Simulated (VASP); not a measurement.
MoS2:

```
Mo S
1.0
     3.16900    0.00000    0.00000
    -1.58450    2.74443    0.00000
     0.00000    0.00000   12.32400
Mo S
2 4
Direct
  0.66667 0.33333 0.75000
  0.33333 0.66667 0.25000
  0.66667 0.33333 0.37700
  0.33333 0.66667 0.87700
  0.66667 0.33333 0.12300
  0.33333 0.66667 0.62300
```

```yaml
Program: VASP 6.6.1
Task: relaxation of cell and atoms
Functional: LDA
Potentials_or_basis: VASP PAW LDA potentials, release 64 (Mo_sv, S)
Cutoff: 600 eV
k_mesh: 8 × 8 × 2
Occupations: fermi-dirac, width 0.05 eV
Spin: no spin polarisation
```

At the start: pressure -5.5 GPa; volume 17.86 Å³/atom.

Problem. Where does the relaxation end?

Solution. Over 13 steps the energy falls by 12.0 meV/atom and the volume is 17.00 Å³/atom (-4.8 %); space group P6_3/mmc (No. 194, to 0.1 Å) before and after.

The path:
```tsv
step	energy change (eV)	largest force (eV/Å)	pressure (GPa)	volume (Å³)
1	0.0000	0.4649	-5.54	107.18
2	0.2136	1.6278	12.96	97.88
3	-0.0640	0.1482	-0.35	104.03
4	-0.0641	0.1603	-0.24	103.97
5	-0.0690	0.0350	-0.10	103.40
6	-0.0690	0.0360	-0.05	103.40
7	-0.0690	0.0384	-0.06	103.42
8	-0.0695	0.0338	-0.10	103.31
9	-0.0707	0.0206	-0.11	102.98
10	-0.0721	0.0061	-0.17	102.33
11	-0.0721	0.0161	-0.17	102.10
12	-0.0689	0.1383	1.32	101.12
13	-0.0722	0.0019	0.00	101.99
```

Final structure:
```
Mo S
1.0
     3.12400    0.00000    0.00000
    -1.56200    2.70546    0.00000
     0.00000    0.00000   12.06704
Mo S
2 4
Direct
  0.66667 0.33333 0.75000
  0.33333 0.66667 0.25000
  0.66667 0.33333 0.37879
  0.33333 0.66667 0.87879
  0.66667 0.33333 0.12121
  0.33333 0.66667 0.62121
```
